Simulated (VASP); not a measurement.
# BN (P6_3mc) in VASP: single point with PBE

Aim: the single point of BN with PBE.

Program: VASP 6.6.1. These are calculated values, not measurements. Logs are shortened: lines on timing, memory, paths and dates and some standing lists are left out, and cuts for length are marked.

## 1. The cell of the first run

It takes space group P6_3mc (No. 186, hexagonal). Conventional cell: a = 2.536 Å, b = 2.536 Å, c = 4.199 Å, α = 90.00°, β = 90.00°, γ = 120.00°. Within 2.1 Å of B (site symmetry 3m) lie 4 N at 1.56 to 1.57 Å. N (site symmetry 3m) has 4 B at 1.56 to 1.57 Å within 2.1 Å.

## 2. Single point, PBE

Contents of INCAR:

```
SYSTEM = BN
PREC     = Accurate       ! precision mode
ENCUT    = 600            ! plane-wave cutoff, eV
EDIFF    = 1E-6           ! SCF threshold, eV
ISMEAR   = 0              ! smearing method
SIGMA    = 0.01           ! smearing width, eV
LREAL    = .False.        ! projectors in reciprocal space
LASPH    = .True.         ! aspherical terms in the spheres
NELM     = 120            ! most SCF steps
ALGO     = Normal         ! electronic algorithm
ISIF     = 2              ! what is computed and relaxed
LWAVE    = .False.        ! write WAVECAR
LCHARG   = .False.        ! write CHGCAR
GGA      = PE             ! functional
NBANDS   = 26             ! bands
GGA_COMPAT= .False.
```

Contents of KPOINTS:

```
Automatic mesh
0
Gamma
  3 6 4
  0 0 0
```

Contents of POSCAR:

```
BN
1.0
    5.0719996328      0.0000002120      0.0000000000
   -1.2679998164      2.1962401060      0.0000000000
    0.0000000000      0.0000000000      4.1990000000
B N
4 4
Direct
    0.3333333333      0.3333333333      0.0000000000
    0.1666666667      0.6666666667      0.5000000000
    0.8333333333      0.3333333333      0.0000000000
    0.6666666667      0.6666666667      0.5000000000
    0.3333333333      0.3333333333      0.3750000000
    0.1666666667      0.6666666667      0.8750000000
    0.8333333333      0.3333333333      0.3750000000
    0.6666666667      0.6666666667      0.8750000000
```

Potentials or basis: VASP PAW PBE potentials, release 64 (B, N).

Command:

```
> cat potpaw_PBE.64/B/POTCAR potpaw_PBE.64/N/POTCAR > POTCAR
> mpirun -np 1 vasp_std > vasp.out
```

OUTCAR:

```text
SYSTEM = BN
   PREC = Accurate
   ENCUT = 600
   EDIFF = 1E-6
   ISMEAR = 0
   LREAL = .False.
   LASPH = .True.
   NELM = 120
   ISIF = 2
   GGA = PE

 ion  position               nearest neighbor table
   1  0.333  0.333  0.000-   6 1.56   6 1.56   8 1.56   5 1.57
   2  0.167  0.667  0.500-   5 1.56   5 1.56   7 1.56   6 1.57
   3  0.833  0.333  0.000-   8 1.56   8 1.56   6 1.56   7 1.57
   4  0.667  0.667  0.500-   7 1.56   7 1.56   5 1.56   8 1.57
   5  0.333  0.333  0.375-   2 1.56   2 1.56   4 1.56   1 1.57
   6  0.167  0.667  0.875-   1 1.56   1 1.56   3 1.56   2 1.57
   7  0.833  0.333  0.375-   4 1.56   4 1.56   2 1.56   3 1.57
   8  0.667  0.667  0.875-   3 1.56   3 1.56   1 1.56   4 1.57

  Warning from LATTYP: Monoclinic adjustment (A1->A3, A2->A1, A3->A2)!
  LATTYP: Found a simple orthorhombic cell.
 ALAT       =     2.5359996328
 B/A-ratio  =     1.6557573375
 C/A-ratio  =     1.7320509748

  Lattice vectors:

 A1 = (  -1.2679998164,   2.1962401060,   0.0000000000)
 A2 = (   0.0000000000,   0.0000000000,   4.1990000000)
 A3 = (   3.8039998164,   2.1962403180,   0.0000000000)

Analysis of symmetry for initial positions (statically):
=====================================================================
 Subroutine PRICEL returns following result:

  LATTYP: Found a hexagonal cell.
 ALAT       =     2.5359998164
 C/A-ratio  =     1.6557572177

  Lattice vectors:

 A1 = (   2.5359998164,   0.0000001060,   0.0000000000)
 A2 = (  -1.2679998164,   2.1962401060,   0.0000000000)
 A3 = (   0.0000000000,   0.0000000000,   4.1990000000)

   2 primitive cells build up your supercell.

 Routine SETGRP: Setting up the symmetry group for a
 simple orthorhombic supercell.

 Subroutine GETGRP returns: Found  4 space group operations
 (whereof  2 operations were pure point group operations)
 out of a pool of  8 trial point group operations.

The static configuration has the point symmetry C_1h.
 The point group associated with its full space group is C_2v.

Analysis of symmetry for dynamics (positions and initial velocities):
=====================================================================
 Subroutine PRICEL returns following result:

  LATTYP: Found a hexagonal cell.
 ALAT       =     2.5359998164
 C/A-ratio  =     1.6557572177

  Lattice vectors:

 A1 = (   2.5359998164,   0.0000001060,   0.0000000000)
 A2 = (  -1.2679998164,   2.1962401060,   0.0000000000)
 A3 = (   0.0000000000,   0.0000000000,   4.1990000000)

   2 primitive cells build up your supercell.

 Routine SETGRP: Setting up the symmetry group for a
 simple orthorhombic supercell.

 Subroutine GETGRP returns: Found  4 space group operations
 (whereof  2 operations were pure point group operations)
 out of a pool of  8 trial point group operations.

The dynamic configuration has the point symmetry C_1h.
 The point group associated with its full space group is C_2v.

 Subroutine INISYM returns: Found  4 space group operations
 (whereof  2 operations are pure point group operations),
 and found     2 'primitive' translations

----------------------------------------------------------------------------------------

                                     Primitive cell

  volume of cell :      23.3870

  direct lattice vectors                    reciprocal lattice vectors
     2.535999816  0.000000106  0.000000000     0.394321786  0.227661789  0.000000000
    -1.267999816  2.196240106  0.000000000    -0.000000019  0.455323611  0.000000000
     0.000000000  0.000000000  4.199000000     0.000000000  0.000000000  0.238151941

  length of vectors
     2.535999816  2.535999633  4.199000000     0.455323578  0.455323611  0.238151941

  position of ions in fractional coordinates (direct lattice)
     0.666666667  0.333333333  0.000000000
     0.333333333  0.666666667  0.500000000
     0.666666667  0.333333333  0.375000000
     0.333333333  0.666666667  0.875000000

  ion indices of the primitive-cell ions
   primitive index   ion index
                 1           1
                 2           2
                 3           5
                 4           6

----------------------------------------------------------------------------------------

 KPOINTS: Automatic mesh

Automatic generation of k-mesh.
 Grid dimensions read from file:
 generate k-points for:    3    6    4

 Generating k-lattice:

  Cartesian coordinates                     Fractional coordinates (reciprocal lattice)
     0.065720298  0.037943632  0.000000000     0.333333333 -0.000000000  0.000000000
    -0.000000003  0.075887269  0.000000000     0.000000000  0.166666667  0.000000000
     0.000000000  0.000000000  0.059537985     0.000000000  0.000000000  0.250000000

  Length of vectors
     0.075887263  0.075887269  0.059537985

  Shift w.r.t. Gamma in fractional coordinates (k-lattice)
     0.000000000  0.000000000  0.000000000

 Subroutine IBZKPT returns following result:
 ===========================================

 Found     24 irreducible k-points:

 Following reciprocal coordinates:
            Coordinates               Weight
  0.000000  0.000000  0.000000      1.000000
  0.333333  0.000000  0.000000      2.000000
  0.000000  0.166667  0.000000      4.000000
  0.333333  0.166667  0.000000      2.000000
  0.000000  0.333333  0.000000      4.000000
 -0.333333  0.333333  0.000000      2.000000
[... 16 lines left out ...]
  0.000000  0.500000  0.500000      1.000000
  0.333333  0.500000  0.500000      2.000000
   k-points           NKPTS =     24   k-points in BZ     NKDIM =     24   number of bands    NBANDS=     26
   number of dos      NEDOS =    301   number of ions     NIONS =      8
   total plane-waves  NPLWV =  30240
   dimension x,y,z NGX =    42 NGY =   20 NGZ =   36
   dimension x,y,z NGXF=    84 NGYF=   40 NGZF=   72
   ions per type =               4   4
   NGX,Y,Z   is equivalent  to a cutoff of  13.77, 13.11, 14.25 a.u.
   NGXF,Y,Z  is equivalent  to a cutoff of  27.53, 26.22, 28.51 a.u.
 SYSTEM =  BN
   PREC   = accura    normal or accurate (medium, high low for compatibility)
   ISTART =      0    job   : 0-new  1-cont  2-samecut
   ICHARG =      2    charge: 1-file 2-atom 10-const
   ISPIN  =      1    spin polarized calculation?
   LNONCOLLINEAR =      F non collinear calculations
   LSORBIT =      F    spin-orbit coupling
   LASPH  =      T    aspherical Exc in radial PAW
   ENCUT  =  600.0 eV  44.10 Ry    6.64 a.u.  10.13  5.07  8.39*2*pi/ulx,y,z
   NELM   =    120;   NELMIN=  2; NELMDL= -5     # of ELM steps
   EDIFF  = 0.1E-05   stopping-criterion for ELM
   LREAL  =      F    real-space projection
[... 7 lines left out ...]
   TEBEG  =    0.0;   TEEND  =   0.0 temperature during run
   PSTRESS=    0.0 pullay stress
   NELECT =      32.0000    total number of electrons
   NUPDOWN=      -1.0000    fix difference up-down
   EMIN   =  10.00;   EMAX   =-10.00  energy-range for DOS
   EFERMI =   0.00;   METHOD = LEGACY
   ISMEAR =     0;   SIGMA  =   0.01  broadening in eV -4-tet -1-fermi 0-gaus
   EFERMI_NEDOS =   21; number of points for ismear=-14 and -15
   IALGO  =     38    algorithm
   IMIX   =      4    mixing-type and parameters
     AMIX     =   0.40;   BMIX     =  1.00
     AMIX_MAG =   1.60;   BMIX_MAG =  1.00
  volume/ion in A,a.u.               =       5.85        39.46
  Fermi-wavevector in a.u.,A,eV,Ry     =   1.442524  2.725976 28.312048  2.080877
  Thomas-Fermi vector in A             =   2.561035
   LORBIT       =      0    0 simple, 1 ext, 2 COOP (PROOUT), +10 PAW based schemes
   GGA     = PE    functional components
   LHFCALC =     F    Hartree Fock is set to
   AEXX    =    0.0000 exact exchange contribution
   IVDW    =     0    specifies the selected vdW correction
   LEPSILON=     F    determine dielectric tensor
   LRPA    =     F    only Hartree local field effects (RPA)
 non-spin polarized calculation
 Gauss-broadening in eV      SIGMA  =   0.01
  energy-cutoff  :      600.00
  volume of cell :       46.77
 maximum number of plane-waves:      1590
 NGX is ok and might be reduce to    42
   NGX = 21   NGY = 11   NGZ = 17

 number of electron      32.0000003 magnetization

 Free energy of the ion-electron system (eV)
  ---------------------------------------------------
  ext. energy  EPLUGINS =         0.00000000
  ---------------------------------------------------
  free energy    TOTEN  =       -69.64428872 eV

  energy without entropy =      -69.64428872  energy(sigma->0) =      -69.64428872

 E-fermi :   7.7363     XC(G=0): -12.8629

 val. band max:        7.6817113045   @ k =   0.0000   0.0000   0.0000
 cond. band min:      12.8800822617   @ k =  -0.3333   0.3333   0.0000
 fundamental gap:      5.1983709572
 Fermi energy:         7.7363066745

 k-point     1 :       0.0000    0.0000    0.0000
  band No.  band energies     occupation
      1     -12.8374      2.00000
      2      -8.6928      2.00000
      3      -8.6437      2.00000
      4      -7.4082      2.00000
      5      -3.3271      2.00000
      6      -1.8787      2.00000
[... 18 lines left out ...]
     25      19.2943      0.00000
     26      19.6669      0.00000

 k-point     2 :       0.3333    0.0000    0.0000
  band No.  band energies     occupation
      1     -12.2321      2.00000
      2     -10.5181      2.00000
      3      -8.1903      2.00000
      4      -7.2194      2.00000
      5      -2.7280      2.00000
      6      -1.0751      2.00000
[... 18 lines left out ...]
     25      19.6324      0.00000
     26      19.7493      0.00000

 k-point     3 :       0.0000    0.1667    0.0000
  band No.  band energies     occupation
      1     -12.2321      2.00000
      2      -9.0427      2.00000
      3      -8.1903      2.00000
      4      -6.9714      2.00000
      5      -2.7280      2.00000
      6      -1.3297      2.00000
[... 572 lines left out ...]
 k-point    23 :       0.0000    0.5000    0.5000
  band No.  band energies     occupation
      1      -7.9403      2.00000
      2      -7.9403      2.00000
      3      -7.9403      2.00000
      4      -7.9403      2.00000
      5      -2.4184      2.00000
      6      -2.4184      2.00000
[... 18 lines left out ...]
     25      22.0975      0.00000
     26      22.0975      0.00000

 k-point    24 :       0.3333    0.5000    0.5000
  band No.  band energies     occupation
      1      -8.0688      2.00000
      2      -8.0688      2.00000
      3      -8.0688      2.00000
      4      -8.0688      2.00000
      5      -1.4614      2.00000
      6      -1.4614      2.00000
[... 18 lines left out ...]
     25      20.7954      0.00000
     26      20.7954      0.00000

------------------------ aborting loop because EDIFF is reached ----------------------------------------

  FORCE on cell =-STRESS in cart. coord.  units (eV):
  Direction    XX          YY          ZZ          XY          YZ          ZX
  --------------------------------------------------------------------------------------
  -------------------------------------------------------------------------------------
  Total        2.4683133      2.4682631      2.0823558      0.0000435      0.0000000      0.0000000
  in kB       84.5485098     84.5467886     71.3280912      0.0014906      0.0000000      0.0000000
  external PRESSURE =      80.1411298 kB  Pullay stress =       0.0000000 kB

 VOLUME and BASIS-vectors are now :
 -----------------------------------------------------------------------------
  energy-cutoff  :      600.00
  volume of cell :       46.77
      direct lattice vectors                 reciprocal lattice vectors
     5.071999633  0.000000212  0.000000000     0.197160893  0.113830895  0.000000000
    -1.267999816  2.196240106  0.000000000    -0.000000019  0.455323611  0.000000000
     0.000000000  0.000000000  4.199000000     0.000000000  0.000000000  0.238151941

 POSITION                                       TOTAL-FORCE (eV/Angst)
 -----------------------------------------------------------------------------------
      1.26800      0.73208      0.00000        -0.000001     -0.000001      0.052990
      0.00000      1.46416      2.09950         0.000001      0.000001      0.052990
      3.80400      0.73208      0.00000        -0.000001     -0.000001      0.052990
      2.53600      1.46416      2.09950         0.000001      0.000001      0.052990
      1.26800      0.73208      1.57462         0.000062      0.000036     -0.052990
      0.00000      1.46416      3.67413        -0.000062     -0.000036     -0.052990
      3.80400      0.73208      1.57462         0.000062      0.000036     -0.052990
      2.53600      1.46416      3.67413        -0.000062     -0.000036     -0.052990
 -----------------------------------------------------------------------------------
    total drift:                               -0.000000     -0.000000     -0.000587

  FREE ENERGIE OF THE ION-ELECTRON SYSTEM (eV)
  ---------------------------------------------------
  free  energy   TOTEN  =       -69.6442887154 eV

  energy  without entropy=      -69.6442887154  energy(sigma->0) =      -69.64428872
```

Wall time 34 s (1 thread of Intel Xeon Platinum 8375C at 2.90GHz (Ice Lake), shared host); peak memory 0.18 GiB.

What came out:

```yaml
Free_energy: -69.6443 eV
Pressure: 8.0 GPa
Largest_force: 0.053 eV/Å
Band_gap_on_the_k_mesh: 5.20 eV
```

Forces on the atoms (eV/Å):
```
B    0.000  0.000  0.053
B    0.000  0.000  0.053
B    0.000  0.000  0.053
B    0.000  0.000  0.053
N    0.000  0.000 -0.053
N    0.000  0.000 -0.053
N    0.000  0.000 -0.053
N    0.000  0.000 -0.053
```

Stress tensor (GPa, compression positive):
```
8.45 0.00 0.00
0.00 8.45 0.00
0.00 0.00 7.13
```

Caveat: the k points lie up to 0.48 Å⁻¹ apart; an odd mesh through Γ misses points on the zone boundary, where band edges can lie.
